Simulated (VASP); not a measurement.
# Al7Tl (P1) in VASP: single point with PBE

Aim: the single point of Al7Tl with PBE.

Program: VASP 6.6.1. These are calculated values, not measurements. Logs are shortened: lines on timing, memory, paths and dates and some standing lists are left out, and cuts for length are marked.

### 1 The cell of the first run

The typed cell holds 8 atoms: a = 5.466 Å, b = 5.164 Å, c = 5.544 Å, α = 77.30°, β = 83.50°, γ = 83.70°.

### 2 Single point, PBE

File INCAR:

```
SYSTEM = Al7Tl
  PREC = Accurate
  ENCUT = 520
  EDIFF = 1E-6
  ISMEAR = 0
  SIGMA = 0.2
  LREAL = .FALSE.
  LASPH = .TRUE.
  NELM = 80
  ALGO = Fast
  ISIF = 2
  LWAVE = .FALSE.
  LCHARG = .FALSE.
  GGA = PE
  NBANDS = 27
```

File KPOINTS:

```
regular mesh
0
G
  4 4 4
  0 0 0
```

File POSCAR:

```
Al7Tl
1.0
    5.4508217345      0.2739908544      0.3015662010
    0.2783003967      5.1221597990      0.5901361316
    0.2954500644      0.5783288613      5.5055876629
Al Tl
7 1
Direct
    0.6364586037      0.0156543446     -0.0705072165
   -0.1255846666      0.5388223817     -0.2054681598
    0.1015385628      0.0412655686      0.6476462905
   -0.1455742743      0.4837911828      0.3137488141
    0.6078544334     -0.0176476760      0.4528621369
    0.4163688028      0.4762247617      1.0978432860
    0.3846844099      0.4871372790      0.6037114353
    1.1242541281     -0.0252478423      0.1601634135
```

Potentials or basis: VASP PAW PBE potentials, release 64 (Al, Tl_d).

Run with:

```bash
$ cat potpaw_PBE.64/Al/POTCAR potpaw_PBE.64/Tl_d/POTCAR > POTCAR
$ mpirun -np 1 vasp_std > vasp.out
```

OUTCAR:

```text
SYSTEM = Al7Tl
   PREC = Accurate
   ENCUT = 520
   EDIFF = 1E-6
   ISMEAR = 0
   LREAL = .FALSE.
   LASPH = .TRUE.
   NELM = 80
   ISIF = 2
   GGA = PE

 ion  position               nearest neighbor table
   1  0.636  0.016  0.929-   5 2.71   3 2.83   6 2.84   5 2.86   2 2.86   8 2.95   7 3.00   2 3.04
                             8 3.05   6 3.07   4 3.28
   2  0.874  0.539  0.795-   4 2.76   4 2.82   6 2.86   1 2.86   7 2.87   3 2.91   3 2.97   5 2.99
                             1 3.04   7 3.05   8 3.41
   3  0.102  0.041  0.648-   8 2.79   8 2.80   1 2.83   5 2.86   7 2.86   2 2.91   4 2.92   2 2.97
                             5 3.09   7 3.14
   4  0.854  0.484  0.314-   2 2.76   6 2.80   2 2.82   7 2.87   3 2.92   5 2.96   5 2.99   8 2.99
                             8 3.11   6 3.17   1 3.28
   5  0.608  0.982  0.453-   1 2.71   1 2.86   3 2.86   7 2.87   4 2.96   4 2.99   2 2.99   7 3.00
                             6 3.02   3 3.09   8 3.09   8 3.26
   6  0.416  0.476  0.098-   7 2.75   7 2.80   4 2.80   1 2.84   2 2.86   8 2.94   5 3.02   1 3.07
                             8 3.12   4 3.17
   7  0.385  0.487  0.604-   6 2.75   6 2.80   3 2.86   5 2.87   4 2.87   2 2.87   1 3.00   5 3.00
                             2 3.05   3 3.14   8 3.42
   8  0.124  0.975  0.160-   3 2.79   3 2.80   6 2.94   1 2.95   4 2.99   1 3.05   5 3.09   4 3.11
                             6 3.12   5 3.26   2 3.41   7 3.42

  LATTYP: Found a triclinic cell.
 ALAT       =     5.4660287909
 B/A-ratio  =     1.2980684531
 C/A-ratio  =     1.9440358941
 COS(alpha) =     0.0046538114
 COS(beta)  =     0.6267773058
 COS(gamma) =     0.6904858650

  Lattice vectors:

 A1 = (  -5.4508217345,  -0.2739908544,  -0.3015662010)
 A2 = (  -5.1725213378,   4.8481689446,   0.2885699306)
 A3 = (  -6.0245721956,  -5.9744795147,  -6.3972899955)

Analysis of symmetry for initial positions (statically):
=====================================================================
 Subroutine PRICEL returns:
 Original cell was already a primitive cell.

 Routine SETGRP: Setting up the symmetry group for a
 triclinic supercell.

 Subroutine GETGRP returns: Found  1 space group operations
 (whereof  1 operations were pure point group operations)
 out of a pool of  2 trial point group operations.

The static configuration has the point symmetry C_1 .

Analysis of symmetry for dynamics (positions and initial velocities):
=====================================================================
 Subroutine PRICEL returns:
 Original cell was already a primitive cell.

 Routine SETGRP: Setting up the symmetry group for a
 triclinic supercell.

 Subroutine GETGRP returns: Found  1 space group operations
 (whereof  1 operations were pure point group operations)
 out of a pool of  2 trial point group operations.

The dynamic configuration has the point symmetry C_1 .

 Subroutine INISYM returns: Found  1 space group operations
 (whereof  1 operations are pure point group operations),
 and found     1 'primitive' translations

----------------------------------------------------------------------------------------

                                     Primitive cell

  volume of cell :     151.0757

  direct lattice vectors                    reciprocal lattice vectors
     5.450821734  0.273990854  0.301566201     0.184405617 -0.008987888 -0.008951759
     0.278300397  5.122159799  0.590136132    -0.008830515  0.198052234 -0.020330318
     0.295450064  0.578328861  5.505587663    -0.009154208 -0.020736630  0.184303160

  length of vectors
     5.466028791  5.163548467  5.543757798     0.184841413  0.199288703  0.185691847

  position of ions in fractional coordinates (direct lattice)
     0.636458604  0.015654345  0.929492784
     0.874415333  0.538822382  0.794531840
     0.101538563  0.041265569  0.647646290
     0.854425726  0.483791183  0.313748814
     0.607854433  0.982352324  0.452862137
     0.416368803  0.476224762  0.097843286
     0.384684410  0.487137279  0.603711435
     0.124254128  0.974752158  0.160163414

  ion indices of the primitive-cell ions
   primitive index   ion index
                 1           1
                 2           2
                 3           3
                 4           4
                 5           5
                 6           6
                 7           7
                 8           8

----------------------------------------------------------------------------------------

 KPOINTS: regular mesh

Automatic generation of k-mesh.
 Grid dimensions read from file:
 generate k-points for:    4    4    4

 Generating k-lattice:

  Cartesian coordinates                     Fractional coordinates (reciprocal lattice)
     0.046101404 -0.002246972 -0.002237940     0.250000000  0.000000000  0.000000000
    -0.002207629  0.049513058 -0.005082579    -0.000000000  0.250000000  0.000000000
    -0.002288552 -0.005184158  0.046075790     0.000000000  0.000000000  0.250000000

  Length of vectors
     0.046210353  0.049822176  0.046422962

  Shift w.r.t. Gamma in fractional coordinates (k-lattice)
     0.000000000  0.000000000  0.000000000

 Subroutine IBZKPT returns following result:
 ===========================================

 Found     36 irreducible k-points:

 Following reciprocal coordinates:
            Coordinates               Weight
  0.000000  0.000000  0.000000      1.000000
  0.250000 -0.000000 -0.000000      2.000000
  0.500000 -0.000000 -0.000000      1.000000
 -0.000000  0.250000  0.000000      2.000000
  0.250000  0.250000  0.000000      2.000000
  0.500000  0.250000 -0.000000      2.000000
[... 16 lines left out ...]
  0.000000 -0.250000  0.250000      2.000000
  0.250000 -0.250000  0.250000      2.000000
 [... further k-points ...]
   k-points           NKPTS =     36   k-points in BZ     NKDIM =     36   number of bands    NBANDS=     27
   number of dos      NEDOS =    301   number of ions     NIONS =      8
   total plane-waves  NPLWV =  70560
   dimension x,y,z NGX =    42 NGY =   40 NGZ =   42
   dimension x,y,z NGXF=    84 NGYF=   80 NGZF=   84
   ions per type =               7   1
   NGX,Y,Z   is equivalent  to a cutoff of  12.77, 12.88, 12.59 a.u.
   NGXF,Y,Z  is equivalent  to a cutoff of  25.55, 25.76, 25.19 a.u.
 SYSTEM =  Al7Tl
   PREC   = accura    normal or accurate (medium, high low for compatibility)
   ISTART =      0    job   : 0-new  1-cont  2-samecut
   ICHARG =      2    charge: 1-file 2-atom 10-const
   ISPIN  =      1    spin polarized calculation?
   LNONCOLLINEAR =      F non collinear calculations
   LSORBIT =      F    spin-orbit coupling
   LASPH  =      T    aspherical Exc in radial PAW
   ENCUT  =  520.0 eV  38.22 Ry    6.18 a.u.  10.16  9.60 10.31*2*pi/ulx,y,z
   NELM   =     80;   NELMIN=  2; NELMDL= -5     # of ELM steps
   EDIFF  = 0.1E-05   stopping-criterion for ELM
   LREAL  =      F    real-space projection
   EDIFFG = 0.1E-04   stopping-criterion for IOM
   NSW    =      0    number of steps for IOM
   IBRION =     -1    ionic relax: 0-MD 1-quasi-New 2-CG
   NFREE  =      0    steps in history (QN), initial steepest desc. (CG)
   ISIF   =      2    stress and relaxation
   ISYM   =      2    0-nonsym 1-usesym 2-fastsym
   POTIM  = 0.5000    time-step for ionic-motion
   TEBEG  =    0.0;   TEEND  =   0.0 temperature during run
   PSTRESS=    0.0 pullay stress
   NELECT =      34.0000    total number of electrons
   NUPDOWN=      -1.0000    fix difference up-down
   EMIN   =  10.00;   EMAX   =-10.00  energy-range for DOS
   EFERMI =   0.00;   METHOD = LEGACY
   ISMEAR =     0;   SIGMA  =   0.20  broadening in eV -4-tet -1-fermi 0-gaus
   EFERMI_NEDOS =   21; number of points for ismear=-14 and -15
   IALGO  =     68    algorithm
   IMIX   =      4    mixing-type and parameters
     AMIX     =   0.40;   BMIX     =  1.00
     AMIX_MAG =   1.60;   BMIX_MAG =  1.00
  volume/ion in A,a.u.               =      18.88       127.44
  Fermi-wavevector in a.u.,A,eV,Ry     =   0.995794  1.881778 13.491620  0.991606
  Thomas-Fermi vector in A             =   2.127839
   LORBIT       =      0    0 simple, 1 ext, 2 COOP (PROOUT), +10 PAW based schemes
   GGA     = PE    functional components
   LHFCALC =     F    Hartree Fock is set to
   AEXX    =    0.0000 exact exchange contribution
   IVDW    =     0    specifies the selected vdW correction
   LEPSILON=     F    determine dielectric tensor
   LRPA    =     F    only Hartree local field effects (RPA)
 non-spin polarized calculation
 RMM-DIIS sequential band-by-band and
 Gauss-broadening in eV      SIGMA  =   0.20
  energy-cutoff  :      520.00
  volume of cell :      151.08
 maximum number of plane-waves:      4094
 NGX is ok and might be reduce to    42
   NGX = 21   NGY = 19   NGZ = 21

 number of electron      34.0000005 magnetization

 Free energy of the ion-electron system (eV)
  ---------------------------------------------------
  ext. energy  EPLUGINS =         0.00000000
  ---------------------------------------------------
  free energy    TOTEN  =       -27.05903868 eV

  energy without entropy =      -27.01165276  energy(sigma->0) =      -27.03534572

 E-fermi :   7.3164     XC(G=0): -10.0451

 val. band max:        7.2413916546   @ k =   0.2500  -0.2500   0.2500
 cond. band min:       7.3971900256   @ k =   0.0000   0.2500   0.5000
 fundamental gap:      0.1557983710
 Fermi energy:         7.3163929686

 k-point     1 :       0.0000    0.0000    0.0000
  band No.  band energies     occupation
      1      -4.6472      2.00000
      2      -4.5108      2.00000
      3      -4.4899      2.00000
      4      -4.4464      2.00000
      5      -4.4189      2.00000
      6      -3.4192      2.00000
[... 19 lines left out ...]
     26      10.1943      0.00000
     27      12.0289      0.00000

 k-point     2 :       0.2500   -0.0000   -0.0000
  band No.  band energies     occupation
      1      -4.6443      2.00000
      2      -4.4992      2.00000
      3      -4.4955      2.00000
      4      -4.4472      2.00000
      5      -4.4182      2.00000
      6      -3.0991      2.00000
[... 652 lines left out ...]
 k-point    24 :       0.2500   -0.2500    0.2500
  band No.  band energies     occupation
      1      -4.6177      2.00000
      2      -4.5077      2.00000
      3      -4.4926      2.00000
      4      -4.4480      2.00000
      5      -4.4287      2.00000
      6      -2.2707      2.00000
[... 19 lines left out ...]
     26      11.9578      0.00000
     27      12.0017      0.00000

 [... further k-points ...]

------------------------ aborting loop because EDIFF is reached ----------------------------------------

  FORCE on cell =-STRESS in cart. coord.  units (eV):
  Direction    XX          YY          ZZ          XY          YZ          ZX
  --------------------------------------------------------------------------------------
  -------------------------------------------------------------------------------------
  Total       -0.0009579      0.0132984      0.0647533      0.0807235      0.0900255      0.0424016
  in kB       -0.0101586      0.1410309      0.6867173      0.8560833      0.9547321      0.4496742
  external PRESSURE =       0.2725299 kB  Pullay stress =       0.0000000 kB

 VOLUME and BASIS-vectors are now :
 -----------------------------------------------------------------------------
  energy-cutoff  :      520.00
  volume of cell :      151.08
      direct lattice vectors                 reciprocal lattice vectors
     5.450821734  0.273990854  0.301566201     0.184405617 -0.008987888 -0.008951759
     0.278300397  5.122159799  0.590136132    -0.008830515  0.198052234 -0.020330318
     0.295450064  0.578328861  5.505587663    -0.009154208 -0.020736630  0.184303160

 POSITION                                       TOTAL-FORCE (eV/Angst)
 -----------------------------------------------------------------------------------
      3.74820      0.79212      5.31858         0.000026     -0.000909      0.004634
      5.15098      3.45902      4.95604         0.000360      0.007021      0.002400
      0.75630      0.61374      3.62065         0.000704     -0.007450     -0.000332
      4.88466      2.89361      2.27054         0.000599     -0.002157     -0.001744
      3.72049      5.46022      3.25630         0.001719     -0.004594     -0.002943
      2.43099      2.60997      0.94528         0.001743     -0.004059     -0.005378
      2.41078      2.94974      3.72727         0.001059      0.004133     -0.000787
      0.99588      5.11951      1.49450        -0.006209      0.008013      0.004150
 -----------------------------------------------------------------------------------
    total drift:                                0.000107      0.000212      0.000189

  FREE ENERGIE OF THE ION-ELECTRON SYSTEM (eV)
  ---------------------------------------------------
  free  energy   TOTEN  =       -27.0590386757 eV

  energy  without entropy=      -27.0116527642  energy(sigma->0) =      -27.03534572
```

Run time: 4.3 min. Hardware: 1 thread of Oxide Virtual Turin-like, shared host; peak memory 0.28 GiB.

What came out:

- Free energy: -27.0590 eV
- Pressure: 0.0 GPa
- Largest force: 0.011 eV/Å
- Band gap on the k mesh: zero (bands 17 and 18 overlap by 2.44 eV)

Forces on the atoms (eV/Å):
```
Al   0.000 -0.001  0.005
Al   0.000  0.007  0.002
Al   0.001 -0.007  0.000
Al   0.001 -0.002 -0.002
Al   0.002 -0.005 -0.003
Al   0.002 -0.004 -0.005
Al   0.001  0.004 -0.001
Tl  -0.006  0.008  0.004
```

Caveat: spin-orbit coupling is left out, which moves the levels of the heavy elements.

The gap in the log of VASP goes by the Fermi energy; the results here count the filled bands.